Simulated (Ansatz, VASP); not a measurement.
This is a calculation of InSb3 for Ansatz 0.2.0.

The input input.yaml:

```yaml
crystal:
  lattice:
    - [4.9006334225, 0.0, 0.0]
    - [0.0, 4.9006334225, 0.0]
    - [0.0, 0.0, 4.9006334225]
  atoms:
    - { symbol: Sb, position: [0.5, 0.5, 0.0] }
    - { symbol: Sb, position: [0.0, 0.5, 0.5] }
    - { symbol: Sb, position: [0.5, 0.0, 0.5] }
    - { symbol: In, position: [0.0, 0.0, 0.0] }
hamiltonian:
  xc: pbe
  pseudopotentials: { kind: paw }
kpoints:
  mp_grid: { grid: [6, 6, 6] }
scf:
  occupations: { method: fermi_dirac, width: 0.05 }
output:
  forces: true
  stress: true
  eigenvalues: true
```

Potentials or basis: Ansatz PAW.

The run is started by

```console
$ ansatz run input.yaml --threads 2 --pin off --max-ram 5120MiB --backend cpu --events-out ev --progress --plain --runs-dir out
```

Q: Translate it to VASP 6.6.1. Potentials there: VASP PAW PBE potentials, release 64 (Sb, In_d).

A: As run (the cutoff follows the program's own potentials):

File INCAR:

```
  PREC = Accurate
  ENCUT = 520
  EDIFF = 1E-6
  ISMEAR = -1
  SIGMA = 0.05
  LREAL = False
  LASPH = True
  NELM = 60
  ALGO = Normal
  ISIF = 2
  LWAVE = False
  LCHARG = False
  GGA = PE
  NBANDS = 22
```

File KPOINTS:

```
Automatic mesh
0
Gamma
  6 6 6
```

The input POSCAR:

```
InSb3
1.0
    4.9006334225      0.0000000000      0.0000000000
    0.0000000000      4.9006334225      0.0000000000
    0.0000000000      0.0000000000      4.9006334225
Sb In
3 1
Direct
    0.5000000000      0.5000000000      0.0000000000
    0.0000000000      0.5000000000      0.5000000000
    0.5000000000      0.0000000000      0.5000000000
    0.0000000000      0.0000000000      0.0000000000
```

Potentials or basis: VASP PAW PBE potentials, release 64 (Sb, In_d).

Run with:

```console
$ cat potpaw_PBE.64/Sb/POTCAR potpaw_PBE.64/In_d/POTCAR > POTCAR
$ mpirun -np 1 vasp_std > vasp.out
```

Both were run:

|  | VASP | Ansatz | Ansatz less VASP |
| --- | --- | --- | --- |
| gap on the k mesh at the Fermi level (eV) | none | none | - |
| pressure (GPa) | -2.5 | -2.4 | +0.09 |

A gap of «none» marks a metal or a gap that the smearing closes. With one functional, cell and mesh, what is left measures potentials, basis and numerics. VASP's potentials hold 28 valence electrons a cell and Ansatz's 58, so a difference there can come from the potentials and not from the codes.

Neither program's run includes spin-orbit coupling.
